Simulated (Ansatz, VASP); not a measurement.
# Si: VASP beside Ansatz

INCAR

```
ALGO = Normal
EDIFF = 1E-7
ENCUT = 520
GGA = CA
ISIF = 2
ISMEAR = 0
LASPH = T
LCHARG = F
LREAL = F
LWAVE = F
NBANDS = 16
NELM = 80
PREC = Accurate
SIGMA = 0.03
```

KPOINTS

```
k-points
0
Gamma
  10 10 10
```

POSCAR

```
Si
1.0
   -3.2755626256      3.2755626256      1.8647140902
    3.2755626256     -3.2755626256      1.8647140902
    3.2755626256      3.2755626256     -1.8647140902
Si
4
Direct
    0.1788010600      0.1788010600      0.3576021200
    0.8211989400      0.8211989400      0.6423978800
    0.1788010600      0.8211989400      0.0000000000
    0.8211989400      0.1788010600      0.0000000000
```

Input for Ansatz:

```yaml
crystal:
  lattice:
    - [-3.2755626256, 3.2755626256, 1.8647140902]
    - [3.2755626256, -3.2755626256, 1.8647140902]
    - [3.2755626256, 3.2755626256, -1.8647140902]
  atoms:
    - { symbol: Si, position: [0.17880106, 0.17880106, 0.35760212] }
    - { symbol: Si, position: [0.82119894, 0.82119894, 0.64239788] }
    - { symbol: Si, position: [0.17880106, 0.82119894, 0.0] }
    - { symbol: Si, position: [0.82119894, 0.17880106, 0.0] }
basis:
  ecutwfc: 420
kpoints:
  mp_grid: { grid: [10, 10, 10] }
hamiltonian:
  xc: lda
scf:
  occupations: { method: gaussian, width: 0.03 }
output:
  forces: true
  stress: true
  eigenvalues: true
```

Change from the starting cell: strain -0.015 along x and y, -0.030 along z, atoms carried along.

Alike in both runs: task single point; functional LDA; k mesh 10 × 10 × 10; occupations gaussian, width 0.03 eV; no spin polarisation.

|  | VASP | Ansatz |
| --- | --- | --- |
| version | VASP 6.6.1 | Ansatz 0.2.0 |
| potentials or method | VASP PAW LDA potentials, release 64 (Si), cutoff 520 eV | scalar-relativistic, plane waves, PAW |
| valence electrons in the cell | 16 | 16 |

Ansatz gave:

```
gap on the k mesh at the Fermi level (eV)                     : 0.11
least direct gap on the mesh (eV)                             : 0.41
pressure (GPa)                                                : 3.9
traceless stress, the component that is largest in VASP (GPa) : 2.13
rms of the force components (eV/Å)                            : 0.080
```

**Question.** Estimate VASP's values.

**Answer.** gap on the k mesh at the Fermi level (eV): 0.10; least direct gap on the mesh (eV): 0.41; pressure (GPa): 3.9; traceless stress, the component that is largest in VASP (GPa): 2.12; rms of the force components (eV/Å): 0.078.

LDA's correlation is that of Perdew and Zunger in VASP and of Perdew and Wang (1992) in Ansatz. Atom by atom the forces differ by 0.001 eV/Å (rms over components).
